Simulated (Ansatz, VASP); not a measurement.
# RbBr in VASP and in Ansatz

Contents of POSCAR:

```
RbBr
1.0
    0.0000000000      3.4608318259      3.4608318259
    3.4608318259      0.0000000000      3.4608318259
    3.4608318259      3.4608318259      0.0000000000
Rb Br
1 1
Direct
    0.0000000000      0.0000000000      0.0000000000
    0.5000000000      0.5000000000      0.5000000000
```

File INCAR.step1:

```
PREC = Accurate
ENCUT = 520
EDIFF = 1E-5
ISMEAR = 0
SIGMA = 0.01
LREAL = False
LASPH = True
NELM = 100
ALGO = Normal
ISIF = 2
LWAVE = True
GGA = PE
NBANDS = 15
```

Contents of INCAR.step2:

```
PREC = Accurate
ENCUT = 520
EDIFF = 1E-6
ISMEAR = 0
SIGMA = 0.01
LREAL = False
LASPH = True
NELM = 100
ALGO = Normal
ISIF = 2
LWAVE = False
LCHARG = True
GGA = PE
LHFCALC = True
AEXX = 1.0
ALDAC = 0.0
AGGAC = 0.0
PRECFOCK = Normal
LELF = True
LVHAR = True
ISTART = 1
NBANDS = 15
```

The input KPOINTS:

```
regular mesh
0
Gamma
  4 4 4
```

Input for Ansatz:

```yaml
crystal:
  lattice:
    - [0.0, 3.4608318259, 3.4608318259]
    - [3.4608318259, 0.0, 3.4608318259]
    - [3.4608318259, 3.4608318259, 0.0]
  atoms:
    - { symbol: Rb, position: [0.0, 0.0, 0.0] }
    - { symbol: Br, position: [0.5, 0.5, 0.5] }
kpoints:
  mp_grid: { grid: [4, 4, 4] }
  band_path:
    path:
      - [0.0, 0.0, 0.0]
      - [0.5, 0.0, 0.5]
      - [0.625, 0.25, 0.625]
      - [0.375, 0.375, 0.75]
      - [0.5, 0.5, 0.5]
      - [0.5, 0.25, 0.75]
    npoints: 1
hamiltonian:
  xc: hf
scf:
  occupations: { method: fixed }
  n_extra_bands: 4
output:
  forces: true
  stress: true
  eigenvalues: true
  write_density: true
  write_potential: true
  elf: true
  volumetric_format: npy
```

Alike in both runs: task single point; functional HF; k mesh 4 × 4 × 4; no spin polarisation.

|  | VASP | Ansatz |
| --- | --- | --- |
| version | VASP 6.6.1 | Ansatz 0.2.0 |
| potentials or method | VASP PAW PBE potentials, release 64 (Rb_sv, Br) | plane waves, PAW |
| plane-wave cutoff (eV) | 520 | 420 |
| occupations | gaussian, width 0.01 eV | fixed |
| valence electrons in the cell | 16 | 16 |

|  | VASP | Ansatz | Ansatz less VASP |
| --- | --- | --- | --- |
| gap on the k mesh at the Fermi level (eV) | 11.85 | 11.82 | -0.035 |
| pressure (GPa) | 1.7 | 1.9 | +0.16 |

VASP's potentials were made for PBE, not for HF. Ansatz's warnings: stress exchange threshold loose, stress scf threshold loose.
